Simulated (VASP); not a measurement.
# Al15GaN16 (a cell with a defect) in VASP: a series of runs, part 2 of 2

VASP 6.6.1.

**3. Single point, PBE, collinear spin**

Input file INCAR:

```
SYSTEM = Al15GaN16
  ALGO = Normal
  EDIFF = 1E-6
  ENCUT = 520
  GGA = PE
  GGA_COMPAT = .False.
  ISIF = 2
  ISMEAR = 0
  ISPIN = 2
  ISYM = -1
  LASPH = .True.
  LCHARG = .False.
  LORBIT = 11
  LREAL = Auto
  LWAVE = .False.
  MAGMOM = 0 0 0 0 0 0 0 0 0 0 0 0 0 0 0 0.01 0.07 0.04 0.05 0.1 0.07 0.05 0.04 0.04 0.04 0.06 0.07 0.04 0.04 0.05 0.05 0.03
  NBANDS = 95
  NELECT = 137.0
  NELM = 200
  NUPDOWN = 1.0
  PREC = Accurate
  SIGMA = 0.01
```

Input file KPOINTS:

```
explicit points
1
Reciprocal
  0.25000000   0.25000000   0.25000000 1
```

Input file POSCAR:

```
Al15GaN16
1.0
    6.2595139092      0.0000000618      0.0000000000
   -3.1297570081      5.4208980298      0.0000000000
    0.0000000000      0.0000000000     10.0348065900
Al Ga N
15 1 16
Direct
    0.3320909830      0.1673520197      0.2480153543
    0.3337119831      0.1661485465      0.7502549543
    0.1654287195      0.3353898731      0.9994781748
    0.3332969397      0.6680981846      0.2476554524
    0.1653798975      0.8357269813      0.4997338658
    0.3343284165      0.6695481531      0.7508216034
    0.1647845682      0.8343636260      0.9993063871
    0.8318291530      0.1666114826      0.2481172304
    0.6657780879      0.3358718319      0.4996410177
    0.8306091641      0.1660075594      0.7501093694
    0.6649467381      0.3353763661      0.9993186612
    0.8328803901      0.6676432080      0.2493908225
    0.6671644333      0.8348992056      0.5002562772
    0.8327685543      0.6670633960      0.7495211739
    0.6651272839      0.8340394212      0.9992509019
    0.1643604861      0.3370852668      0.4981777928
    0.3347088559      0.1677943404      0.4389909310
    0.1672165307      0.3334037009      0.1901116654
    0.3309223869      0.1696806750      0.9408225531
    0.1679962553      0.3334533148      0.6961384723
    0.3372984081      0.6792630049      0.4387891737
    0.1673124727      0.8333905264      0.1898431650
    0.3311935813      0.6700748585      0.9408768607
    0.1679434224      0.8329758589      0.6902956510
    0.8236649070      0.1654192975      0.4387642022
    0.6676060919      0.3336172833      0.1901299117
    0.8308345756      0.1698160510      0.9410345916
    0.6675874248      0.3328512071      0.6903943800
    0.8321877994      0.6698869077      0.4403024508
    0.6680220401      0.8329150503      0.1895532675
    0.8311877995      0.6695252931      0.9401643129
    0.6679401167      0.8330892425      0.6907284102
```

Potentials or basis: VASP PAW PBE potentials, release 64 (Al, Ga_d, N).

Started as:

```console
$ cat potpaw_PBE.64/Al/POTCAR potpaw_PBE.64/Ga_d/POTCAR potpaw_PBE.64/N/POTCAR > POTCAR
$ mpirun -np 1 vasp_std > vasp.out
```

OUTCAR:

```text
SYSTEM = Al15GaN16
   EDIFF = 1E-6
   ENCUT = 520
   GGA = PE
   ISIF = 2
   ISMEAR = 0
   ISPIN = 2
   ISYM = -1
   LASPH = .True.
   LORBIT = 11
   LREAL = Auto
   NELECT = 137.0
   NELM = 200
   NUPDOWN = 1.0
   PREC = Accurate

 ion  position               nearest neighbor table
   1  0.332  0.167  0.248-  18 1.89  22 1.90  26 1.91  17 1.92  11 3.08   7 3.08   3 3.08   5 3.10
                             9 3.11  16 3.11  12 3.13   4 3.13   8 3.13   8 3.13   4 3.13  12 3.13
   2  0.334  0.166  0.750-  20 1.89  24 1.90  28 1.91  19 1.91  11 3.08   7 3.08   5 3.09   9 3.09
                             3 3.10   6 3.11  10 3.11  14 3.13  14 3.13  16 3.13  10 3.15   6 3.15
   3  0.165  0.335  0.999-  19 1.89  27 1.91  23 1.91  18 1.91   4 3.07   8 3.08   6 3.08   1 3.08
                            10 3.09   2 3.10  15 3.12   7 3.13  11 3.13  11 3.13   7 3.13  15 3.13
   4  0.333  0.668  0.248-  22 1.89  18 1.90  30 1.91  21 1.92  15 3.07   3 3.07   7 3.08  16 3.09
                            13 3.11   5 3.12   8 3.12  12 3.13   1 3.13   1 3.13  12 3.13   8 3.14
   5  0.165  0.836  0.500-  21 1.88  17 1.90  29 1.90  24 1.91   2 3.09  14 3.09  12 3.09   1 3.10
                             6 3.11   4 3.12  13 3.12  16 3.12   9 3.13   9 3.13  16 3.14  13 3.14
   6  0.334  0.670  0.751-  24 1.89  20 1.90  32 1.91  23 1.91  15 3.07   7 3.08   3 3.08  13 3.09
                             5 3.11  10 3.11   2 3.11  16 3.11  14 3.13  14 3.13   2 3.15  10 3.15
   7  0.165  0.834  0.999-  23 1.89  31 1.90  19 1.91  22 1.91   2 3.08   1 3.08   6 3.08   4 3.08
                            14 3.09  12 3.09   3 3.13  11 3.13  15 3.13  15 3.13  11 3.13   3 3.13
   8  0.832  0.167  0.248-  26 1.89  30 1.90  18 1.91  25 1.91  15 3.08   3 3.08  11 3.09  16 3.09
                            13 3.10   9 3.11   4 3.12  12 3.13   1 3.13   1 3.13  12 3.13   4 3.14
   9  0.666  0.336  0.500-  25 1.88  17 1.90  29 1.91  28 1.91  14 3.08  12 3.09   2 3.09  10 3.10
[... 17 lines left out ...]
  19  0.331  0.170  0.941-   3 1.89  11 1.90   7 1.91   2 1.91
  20  0.168  0.333  0.696-   2 1.89   6 1.90  10 1.91  16 1.99
  21  0.337  0.679  0.439-   5 1.88  13 1.89   4 1.92  16 1.95
  22  0.167  0.833  0.190-   4 1.89   1 1.90  12 1.91   7 1.91
[... 8 lines left out ...]
  31  0.831  0.670  0.940-  15 1.89   7 1.90  11 1.91  14 1.91
  32  0.668  0.833  0.691-  14 1.89  10 1.90   6 1.91  13 1.91

IMPORTANT INFORMATION: All symmetrisations will be switched off!
NOSYMM: (Re-)initialisation of all symmetry stuff for point group C_1.

----------------------------------------------------------------------------------------

                                     Primitive cell

  volume of cell :     340.5029

  direct lattice vectors                    reciprocal lattice vectors
     6.259513909  0.000000062  0.000000000     0.159756813  0.092235641  0.000000000
    -3.129757008  5.420898030  0.000000000    -0.000000002  0.184471279  0.000000000
     0.000000000  0.000000000 10.034806590     0.000000000  0.000000000  0.099653141

  length of vectors
     6.259513909  6.259513909 10.034806590     0.184471279  0.184471279  0.099653141

  position of ions in fractional coordinates (direct lattice)
     0.332090983  0.167352020  0.248015354
     0.333711983  0.166148546  0.750254954
     0.165428719  0.335389873  0.999478175
     0.333296940  0.668098185  0.247655452
     0.165379898  0.835726981  0.499733866
     0.334328417  0.669548153  0.750821603
[... 24 lines left out ...]
     0.831187800  0.669525293  0.940164313
     0.667940117  0.833089243  0.690728410

  ion indices of the primitive-cell ions
   primitive index   ion index
                 1           1
                 2           2
                 3           3
                 4           4
                 5           5
[... 73 lines left out ...]
   EFERMI_NEDOS =   21; number of points for ismear=-14 and -15
   IALGO  =     38    algorithm
   IMIX   =      4    mixing-type and parameters
     AMIX     =   0.40;   BMIX     =  1.00
     AMIX_MAG =   1.60;   BMIX_MAG =  1.00
  volume/ion in A,a.u.               =      10.64        71.81
  Fermi-wavevector in a.u.,A,eV,Ry     =   1.208578  2.283882 19.873501  1.460661
  Thomas-Fermi vector in A             =   2.344182
   LORBIT       =     11    0 simple, 1 ext, 2 COOP (PROOUT), +10 PAW based schemes
   GGA     = PE    functional components
   LHFCALC =     F    Hartree Fock is set to
   AEXX    =    0.0000 exact exchange contribution
   IVDW    =     0    specifies the selected vdW correction
   LEPSILON=     F    determine dielectric tensor
   LRPA    =     F    only Hartree local field effects (RPA)
 spin polarized calculation
 Gauss-broadening in eV      SIGMA  =   0.01
  energy-cutoff  :      520.00
  volume of cell :      340.50
 maximum number of plane-waves:      9148
 NGX is ok and might be reduce to    48
   NGX = 23   NGY = 23   NGZ = 37

 number of electron     136.9999983 magnetization       0.9999847

 Free energy of the ion-electron system (eV)
  ---------------------------------------------------
  ext. energy  EPLUGINS =         0.00000000
  ---------------------------------------------------
  free energy    TOTEN  =      -244.20176841 eV

  energy without entropy =     -244.20176841  energy(sigma->0) =     -244.20176841

 E-fermi :   5.3347     XC(G=0): -10.8827

 val. band max:        5.4206046667   @ k =   0.2500   0.2500   0.2500
 cond. band min:       5.5914381174   @ k =   0.2500   0.2500   0.2500
 fundamental gap:      0.1708334507
 Fermi energy:         5.5087049403

 spin component 1

 k-point     1 :       0.2500    0.2500    0.2500
  band No.  band energies     occupation
      1      -8.7265      1.00000
      2      -8.3638      1.00000
      3      -8.2047      1.00000
      4      -8.1232      1.00000
      5      -7.9480      1.00000
      6      -7.8310      1.00000
[... 72 lines left out ...]
     79      12.6549      0.00000
     80      12.9820      0.00000
 Fermi energy:         5.3346955317

 spin component 2

 k-point     1 :       0.2500    0.2500    0.2500
  band No.  band energies     occupation
      1      -8.6589      1.00000
      2      -8.2929      1.00000
      3      -8.1363      1.00000
      4      -8.0514      1.00000
      5      -7.8742      1.00000
      6      -7.7667      1.00000
[... 72 lines left out ...]
     79      12.6810      0.00000
     80      13.0106      0.00000
 [bands above 80 left out]

------------------------ aborting loop because EDIFF is reached ----------------------------------------

  FORCE on cell =-STRESS in cart. coord.  units (eV):
  Direction    XX          YY          ZZ          XY          YZ          ZX
  --------------------------------------------------------------------------------------
  -------------------------------------------------------------------------------------
  Total       -4.6352683    -14.6330520     -5.3714857     -8.7126743      2.7131500      1.7899186
  in kB      -21.8104487    -68.8532816    -25.2745920    -40.9959735     12.7662555      8.4221507
  external PRESSURE =     -38.6461074 kB  Pullay stress =       0.0000000 kB

 VOLUME and BASIS-vectors are now :
 -----------------------------------------------------------------------------
  energy-cutoff  :      520.00
  volume of cell :      340.50
      direct lattice vectors                 reciprocal lattice vectors
     6.259513909  0.000000062  0.000000000     0.159756813  0.092235641  0.000000000
    -3.129757008  5.420898030  0.000000000    -0.000000002  0.184471279  0.000000000
     0.000000000  0.000000000 10.034806590     0.000000000  0.000000000  0.099653141

 POSITION                                       TOTAL-FORCE (eV/Angst)
 -----------------------------------------------------------------------------------
      1.55496      0.90720      2.48879        -0.008656     -0.002753     -0.001104
      1.56887      0.90067      7.52866        -0.001070     -0.003345     -0.003251
     -0.01419      1.81811     10.02957        -0.001300     -0.003811     -0.005297
     -0.00471      3.62169      2.48517        -0.005432      0.009226     -0.001097
     -1.58042      4.53039      5.01473         0.006454     -0.000058     -0.005175
     -0.00279      3.62955      7.53435        -0.003546     -0.004708     -0.006097
[... 24 lines left out ...]
      3.10738      3.62943      9.43437        -0.002932      0.000244     -0.004175
      1.57361      4.51609      6.93133         0.000729      0.004870     -0.011295
 -----------------------------------------------------------------------------------
    total drift:                               -0.001654      0.000419      0.027357

  FREE ENERGIE OF THE ION-ELECTRON SYSTEM (eV)
  ---------------------------------------------------
  free  energy   TOTEN  =      -244.2017684068 eV

  energy  without entropy=     -244.2017684068  energy(sigma->0) =     -244.20176841

 total charge

# of ion       s       p       d       tot
------------------------------------------
    1        0.372   0.424   0.000   0.796
    2        0.372   0.426   0.000   0.798
    3        0.371   0.424   0.000   0.795
    4        0.372   0.424   0.000   0.795
    5        0.373   0.427   0.000   0.801
    6        0.372   0.427   0.000   0.799
[... 24 lines left out ...]
   31        1.232   2.597   0.000   3.829
   32        1.231   2.600   0.000   3.831
--------------------------------------------------
tot         26.088  48.697  10.174  84.959

 magnetization (x)

# of ion       s       p       d       tot
------------------------------------------
    1       -0.001   0.002   0.000   0.001
    2       -0.001   0.000   0.000  -0.001
    3       -0.001   0.000   0.000  -0.000
    4       -0.001   0.002   0.000   0.001
    5       -0.001   0.001   0.000   0.000
    6       -0.001   0.000   0.000  -0.001
[... 24 lines left out ...]
   31        0.001   0.039   0.000   0.040
   32        0.001   0.029   0.000   0.029
--------------------------------------------------
tot         -0.000   0.720   0.009   0.729
```

It took 3 min on 1 thread of Intel Xeon Platinum 8488C (Sapphire Rapids), shared host; peak memory 0.58 GiB.

What came out:

| Item | Value |
| --- | --- |
| Free energy | -244.2018 eV |
| Largest force | 0.028 eV/Å |
| Net moment | 1.00 μB per cell |
| Site moments | Al +0.00, -0.00 (each value once); Ga +0.01; N +0.06, +0.03, +0.05, +0.08, +0.04 (each value once) μB |
| Valence electrons inside the program's atomic spheres | Al 0.80, 0.79 (each value once); Ga 11.84; N 3.81, 3.83, 3.79, 3.82 (each value once) |

Forces in eV/Å, atoms in the order of the input:
```
Al  -0.009 -0.003 -0.001
Al  -0.001 -0.003 -0.003
Al  -0.001 -0.004 -0.005
Al  -0.005  0.009 -0.001
Al   0.006  0.000 -0.005
Al  -0.004 -0.005 -0.006
Al   0.001 -0.006 -0.001
Al   0.002 -0.001  0.016
Al   0.011 -0.012  0.012
Al   0.001  0.000  0.005
Al   0.010  0.002 -0.005
Al  -0.003  0.009  0.007
Al   0.005  0.019  0.000
Al  -0.001  0.004  0.010
Al   0.004  0.005  0.005
Ga   0.022 -0.011 -0.013
N   -0.005 -0.007  0.006
N   -0.001  0.000  0.005
N   -0.003 -0.009 -0.002
N    0.005  0.002  0.018
N   -0.013  0.001  0.002
N    0.002 -0.001  0.008
N   -0.006  0.002  0.003
N   -0.001  0.013  0.004
N   -0.014 -0.020 -0.006
N    0.001  0.002 -0.008
N   -0.001 -0.004 -0.003
N   -0.001  0.008 -0.007
N   -0.002  0.005 -0.006
N    0.003  0.000 -0.013
N   -0.003  0.000 -0.004
N    0.001  0.005 -0.011
```

Caveat: the cell carries a net charge on a neutralising background, which shifts energy and pressure; the cell is charged against a uniform background, so pressure and absolute levels hang on convention; the total moment is fixed, so each spin has its own Fermi level and the state may be an excited one.

**4. Relaxation of the atoms, PBE**

Input file INCAR:

```
ALGO = Normal ; EDIFF = 1E-7
EDIFFG = -0.03 ; ENCUT = 520
GGA = PE ; GGA_COMPAT = F
IBRION = 2 ; ISIF = 2
ISMEAR = 0 ; ISYM = -1
LASPH = T ; LCHARG = F
LREAL = Auto ; LWAVE = F
NELM = 120 ; NELMIN = 4
NSW = 100 ; PREC = Accurate
SIGMA = 0.01
```

KPOINTS is that of step 3.

Input file POSCAR:

```
Al15GaN16
1.0
    6.2595139100      0.0000000600      0.0000000000
   -3.1297570100      5.4208980300      0.0000000000
    0.0000000000      0.0000000000     10.0348065900
Al Ga N
15 1 16
Direct
    0.3333333300      0.1666666700      0.2496176900
    0.3333333300      0.1666666700      0.7496176900
    0.1666666700      0.3333333300      0.9996176900
    0.3333333300      0.6666666700      0.2496176900
    0.1666666700      0.8333333300      0.4996176900
    0.3333333300      0.6666666700      0.7496176900
    0.1666666700      0.8333333300      0.9996176900
    0.8333333300      0.1666666700      0.2496176900
    0.6666666700      0.3333333300      0.4996176900
    0.8333333300      0.1666666700      0.7496176900
    0.6666666700      0.3333333300      0.9996176900
    0.8333333300      0.6666666700      0.2496176900
    0.6666666700      0.8333333300      0.4996176900
    0.8333333300      0.6666666700      0.7496176900
    0.6666666700      0.8333333300      0.9996176900
    0.1666666700      0.3333333300      0.4996176900
    0.3333333300      0.1666666700      0.4403823100
    0.1666666700      0.3333333300      0.1903823100
    0.3333333300      0.1666666700      0.9403823100
    0.1666666700      0.3333333300      0.6903823100
    0.3333333300      0.6666666700      0.4403823100
    0.1666666700      0.8333333300      0.1903823100
    0.3333333300      0.6666666700      0.9403823100
    0.1666666700      0.8333333300      0.6903823100
    0.8333333300      0.1666666700      0.4403823100
    0.6666666700      0.3333333300      0.1903823100
    0.8333333300      0.1666666700      0.9403823100
    0.6666666700      0.3333333300      0.6903823100
    0.8333333300      0.6666666700      0.4403823100
    0.6666666700      0.8333333300      0.1903823100
    0.8333333300      0.6666666700      0.9403823100
    0.6666666700      0.8333333300      0.6903823100
```

Started as:

```console
$ cat potpaw_PBE.64/Al/POTCAR potpaw_PBE.64/Ga_d/POTCAR potpaw_PBE.64/N/POTCAR > POTCAR
$ mpirun -np 1 vasp_std > vasp.out
```

Wall time 8.1 min (1 thread of Intel Xeon Platinum 8488C (Sapphire Rapids), shared host); peak memory 0.47 GiB.

The run converged. Its results:

| Property | Result |
| --- | --- |
| Free energy | -238.6284 eV |
| Energy gained by relaxing | 4.3 meV/atom |
| Ionic steps | 10 |
| Pressure after relaxing | 0.6 GPa |
| Largest force after relaxing | 0.018 eV/Å |
| Band gap on the k mesh | 5.79 eV |

Forces on the atoms (eV/Å):
```
Al   0.009 -0.005  0.013
Al   0.003 -0.003 -0.010
Al  -0.009  0.004 -0.004
Al   0.010  0.003  0.014
Al   0.000  0.003  0.000
Al   0.012  0.002 -0.012
Al  -0.003  0.007  0.003
Al   0.003 -0.010  0.013
Al  -0.002 -0.001  0.000
Al   0.005 -0.011 -0.012
Al  -0.008 -0.001  0.003
Al   0.008 -0.004  0.007
Al  -0.013  0.008 -0.001
Al   0.006 -0.003 -0.008
Al  -0.005  0.003  0.003
Ga  -0.008  0.005 -0.005
N   -0.007  0.004  0.008
N    0.002 -0.001  0.003
N    0.003 -0.002 -0.005
N    0.001  0.000 -0.003
N   -0.003  0.009  0.004
N    0.005  0.003  0.004
N   -0.008  0.004 -0.003
N    0.005  0.003 -0.010
N   -0.009 -0.002  0.005
N    0.000 -0.006  0.004
N   -0.008  0.005 -0.003
N    0.001 -0.006 -0.010
N    0.000  0.000  0.012
N    0.008 -0.005  0.004
N    0.001 -0.001 -0.005
N    0.004 -0.003 -0.010
```

Stress tensor (GPa, compression positive):
```
 1.26 -4.06  0.05
-4.06 -3.43  0.14
 0.05  0.14  3.96
```

Step by step:
```tsv
step	energy change (eV)	largest force (eV/Å)	pressure (GPa)
1	0.0000	1.2429	0.68
2	-0.1174	0.3418	0.62
3	-0.1234	0.2400	0.61
4	-0.1311	0.1032	0.60
5	-0.1311	0.1004	0.60
6	-0.1341	0.0608	0.60
7	-0.1342	0.0657	0.60
8	-0.1355	0.0446	0.60
9	-0.1356	0.0469	0.60
10	-0.1360	0.0176	0.60
```

Final structure:
```yaml
crystal:
  lattice:
    - [6.25951, 0.00000, 0.00000]
    - [-3.12976, 5.42090, 0.00000]
    - [0.00000, 0.00000, 10.03481]
  atoms:
    - { symbol: Al, position: [0.33365, 0.16635, 0.24879] }
    - { symbol: Al, position: [0.33395, 0.16611, 0.75118] }
    - { symbol: Al, position: [0.16656, 0.33340, 0.99995] }
    - { symbol: Al, position: [0.33414, 0.66745, 0.24865] }
    - { symbol: Al, position: [0.16693, 0.83396, 0.50016] }
    - { symbol: Al, position: [0.33387, 0.66770, 0.75131] }
    - { symbol: Al, position: [0.16618, 0.83321, 0.00009] }
    - { symbol: Al, position: [0.83257, 0.16591, 0.24863] }
    - { symbol: Al, position: [0.66604, 0.33310, 0.50015] }
    - { symbol: Al, position: [0.83236, 0.16618, 0.75131] }
    - { symbol: Al, position: [0.66682, 0.33383, 0.00009] }
    - { symbol: Al, position: [0.83352, 0.66651, 0.24990] }
    - { symbol: Al, position: [0.66731, 0.83275, 0.50049] }
    - { symbol: Al, position: [0.83345, 0.66658, 0.75014] }
    - { symbol: Al, position: [0.66681, 0.83315, 0.99997] }
    - { symbol: Ga, position: [0.16546, 0.33448, 0.49988] }
    - { symbol: N, position: [0.33524, 0.16470, 0.43799] }
    - { symbol: N, position: [0.16780, 0.33215, 0.18983] }
    - { symbol: N, position: [0.33233, 0.16768, 0.94060] }
    - { symbol: N, position: [0.16783, 0.33227, 0.69556] }
    - { symbol: N, position: [0.33765, 0.67656, 0.43807] }
    - { symbol: N, position: [0.16732, 0.83173, 0.18932] }
    - { symbol: N, position: [0.33234, 0.66836, 0.94069] }
    - { symbol: N, position: [0.16795, 0.83216, 0.69006] }
    - { symbol: N, position: [0.82346, 0.16241, 0.43805] }
    - { symbol: N, position: [0.66821, 0.33267, 0.18930] }
    - { symbol: N, position: [0.83153, 0.16754, 0.94066] }
    - { symbol: N, position: [0.66783, 0.33202, 0.69004] }
    - { symbol: N, position: [0.83257, 0.66743, 0.43998] }
    - { symbol: N, position: [0.66834, 0.83166, 0.18913] }
    - { symbol: N, position: [0.83213, 0.66782, 0.93964] }
    - { symbol: N, position: [0.66783, 0.83218, 0.69039] }
```

Levels at points of the mesh, in eV from the valence-band top:
```tsv
k point	band 67	band 68	band 69	band 70	band 71	band 72
(0.25, 0.25, 0.25)	-0.35	-0.24	0.00	5.79	6.18	6.42
```
